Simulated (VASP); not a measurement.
Set up this calculation in VASP 6.6.1, as the native input.

* Task: relaxation of cell and atoms
* Functional: PBE
* Potentials or basis: VASP PAW PBE potentials, release 64 (La, O)
* Cutoff: 600 eV
* k mesh: 4 × 4 × 4
* Occupations: gaussian, width 0.1 eV
* Spin: no spin polarisation
* Dipole correction: no
* Further INCAR settings: ALGO = Normal; EDIFF = 1e-07; IBRION = 2; EDIFFG = -0.04; NSW = 90; ISIF = 3

The structure of La2O3 lies in POSCAR:

```
La2O3
1.0
    4.5066594300      0.0000000000      0.0000000000
    0.0000000000      4.5066594300      0.0000000000
    0.0000000000      0.0000000000      4.5066594300
La O
2 3
Direct
    0.0000000000      0.0000000000      0.0000000000
    0.5000000000      0.5000000000      0.5000000000
    0.0000000000      0.5000000000      0.5000000000
    0.5000000000      0.0000000000      0.5000000000
    0.5000000000      0.5000000000      0.0000000000
```

One way to write it, as run:

INCAR

```
SYSTEM = La2O3
ALGO = Normal ; EDIFF = 1E-7
EDIFFG = -0.04 ; ENCUT = 600
GGA = PE ; IBRION = 2
ISIF = 3 ; ISMEAR = 0
LASPH = .TRUE. ; LCHARG = .FALSE.
LREAL = .FALSE. ; LWAVE = .FALSE.
NELM = 100 ; NSW = 90
PREC = Accurate ; SIGMA = 0.1
```

KPOINTS

```
k-points
0
G
  4 4 4
  0 0 0
```

Potentials or basis: VASP PAW PBE potentials, release 64 (La, O).

Launch:

```bash
$ cat potpaw_PBE.64/La/POTCAR potpaw_PBE.64/O/POTCAR > POTCAR
$ mpirun -np 1 vasp_std > vasp.out
```

Results of the run:

```yaml
Relaxed_volume: 19.16 Å³/atom
Relaxed_cell: a = 4.575 Å, b = 4.575 Å, c = 4.575 Å, α = 90.00°, β = 90.00°, γ = 90.00°
Space_group_after_relaxing_to_0.05_Å: Pm-3m (No. 221)
Energy_gained_by_relaxing: 12.8 meV/atom
Ionic_steps: 3
Pressure_after_relaxing: 0.0 GPa
Band_gap_on_the_k_mesh: 0.56 eV, indirect (least direct gap 0.59 eV)
```

Caveat: spin-orbit coupling is left out, which moves the levels of the heavy elements.

Run time: 86 s on 1 thread of Intel(R) Xeon(R) Platinum 8488C (Sapphire Rapids), on a shared host, peak memory 0.23 GiB.
